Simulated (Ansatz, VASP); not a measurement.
One calculation of CdTe, two programs

The input INCAR:

```
PREC     = Accurate       # precision mode
ENCUT    = 520            # plane-wave cutoff, eV
EDIFF    = 1E-7           # SCF threshold, eV
ISMEAR   = 0              # smearing method
SIGMA    = 0.05           # smearing width, eV
LREAL    = F              # projectors in reciprocal space
LASPH    = T              # aspherical terms in the spheres
NELM     = 150            # most SCF steps
ALGO     = Normal         # electronic algorithm
ISIF     = 2              # what is computed and relaxed
LWAVE    = F              # write WAVECAR
LCHARG   = F              # write CHGCAR
MAGMOM   = 0 0 0 0 0 0    # initial moments
LORBIT   = 11             # projections on sites
LSORBIT  = T              # spin-orbit coupling
GGA_COMPAT= F            
LORBMOM  = T            
GGA      = PE             # functional
NBANDS   = 30             # bands
```

Contents of KPOINTS:

```
Automatic mesh
0
Gamma
  8 8 8
```

File POSCAR:

```
CdTe
1.0
    0.0000000000      3.2049986979      3.2049986979
    3.2049986979      0.0000000000      3.2049986979
    3.2049986979      3.2049986979      0.0000000000
Cd Te
1 1
Direct
    0.0000000000      0.0000000000      0.0000000000
    0.2500000000      0.2500000000      0.2500000000
```

Input for Ansatz:

```yaml
crystal:
  lattice:
    - [0.0, 3.2049986979, 3.2049986979]
    - [3.2049986979, 0.0, 3.2049986979]
    - [3.2049986979, 3.2049986979, 0.0]
  atoms:
    - { symbol: Cd, position: [0.0, 0.0, 0.0] }
    - { symbol: Te, position: [0.25, 0.25, 0.25] }
basis:
  ecutwfc: 420
  ecutrho_ratio: 4
kpoints:
  mp_grid: { grid: [8, 8, 8] }
  band_path:
    path:
      - [[0.0, 0.0, 0.0], [-0.5, -0.5, 0.0], [-0.375, -0.375, 0.25]]
      - [[-0.375, 0.0, 0.375], [0.0, 0.0, 0.0], [0.0, 0.0, 0.5], [-0.5, -0.25, 0.25], [-0.5, -0.5, 0.0]]
    npoints: 10
hamiltonian:
  xc: pbe
scf:
  occupations: { method: gaussian, width: 0.05 }
output:
  forces: true
  stress: true
  eigenvalues: true
  populations: true
  eigenstates:
    nscf_kmesh: { grid: [14, 14, 14] }
    de_dk: true
    e_range: [-2.5, 3.373545306502]
  write_density: true
  write_potential: true
  elf: true
  volumetric_format: npy
magnetization:
  noncollinear: true
  spin_orbit: true
```

Alike in both runs: task single point; functional PBE; k mesh 8 × 8 × 8; occupations gaussian, width 0.05 eV; non-collinear spin, spin-orbit coupling.

|  | VASP | Ansatz |
| --- | --- | --- |
| version | VASP 6.6.1 | Ansatz 0.2.0 |
| potentials or method | VASP PAW PBE potentials, release 64 (Cd, Te), cutoff 520 eV | plane waves, PAW |
| valence electrons in the cell | 18 | 36 |

|  | VASP | Ansatz | Ansatz less VASP |
| --- | --- | --- | --- |
| pressure (GPa) | 4.4 | 4.2 | -0.18 |
| net moment per atom (μB) | 0.00 | 0.00 | 0.000 |

The functional is the same, so the differences come from potentials, cutoffs and numerics. VASP's potentials hold 18 valence electrons a cell and Ansatz's 36, so a difference there can come from the potentials and not from the codes.
